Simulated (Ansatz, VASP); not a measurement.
# Ru in VASP and in Ansatz

File INCAR:

```
ALGO = Normal ; EDIFF = 1E-6
ENCUT = 500 ; GGA = PS
GGA_COMPAT = F ; ISIF = 2
ISMEAR = -1 ; LASPH = T
LCHARG = F ; LREAL = F
LWAVE = F ; NBANDS = 21
NELM = 120 ; PREC = Accurate
SIGMA = 0.1
```

KPOINTS

```
k-points
0
Gamma
  11 11 11
```

The input POSCAR:

```
Ru
1.0
    0.0000000000      2.6218774875      2.6218774875
    2.6218774875      0.0000000000      2.6218774875
    2.6218774875      2.6218774875      0.0000000000
Ru
2
Direct
    0.1250000000      0.1250000000      0.1250000000
    0.8750000000      0.8750000000      0.8750000000
```

Input for Ansatz:

```yaml
crystal:
  lattice:
    - [0.0, 2.6218774875, 2.6218774875]
    - [2.6218774875, 0.0, 2.6218774875]
    - [2.6218774875, 2.6218774875, 0.0]
  atoms:
    - { symbol: Ru, position: [0.125, 0.125, 0.125] }
    - { symbol: Ru, position: [0.875, 0.875, 0.875] }
hamiltonian:
  xc: pbesol
  pseudopotentials:
    kind: paw
    azcp:
      Ru: "pseudopotentials/Ru.paw.azcp"
basis:
  ecutwfc: 420
  fft_grid_basis: typed
kpoints:
  mp_grid: { grid: [11, 11, 11], shift: [0, 0, 0] }
magnetization:
  spin_polarized: false
scf:
  occupations: { method: fermi_dirac, width: 0.1 }
  lower_state_search: "off"
output:
  stress: true
```

Alike in both runs: task single point; functional PBEsol; k mesh 11 × 11 × 11; occupations fermi-dirac, width 0.1 eV; no spin polarisation.

```csv
,VASP,Ansatz
version,VASP 6.6.1,Ansatz 0.2.0
potentials or method,"VASP PAW PBE potentials, release 64 (Ru_pv), cutoff 500 eV","plane waves (420 eV) with PAW, scalar-relativistic"
valence electrons in the cell,28,32
```

|  | VASP | Ansatz | Ansatz less VASP |
| --- | --- | --- | --- |
| pressure (GPa) | 19.1 | 18.5 | -0.59 |

VASP's potentials were made for PBE, not for PBEsol, and Ansatz warns of the same on its side. VASP's potentials hold 28 valence electrons a cell and Ansatz's 32, so a difference there can come from the potentials and not from the codes.
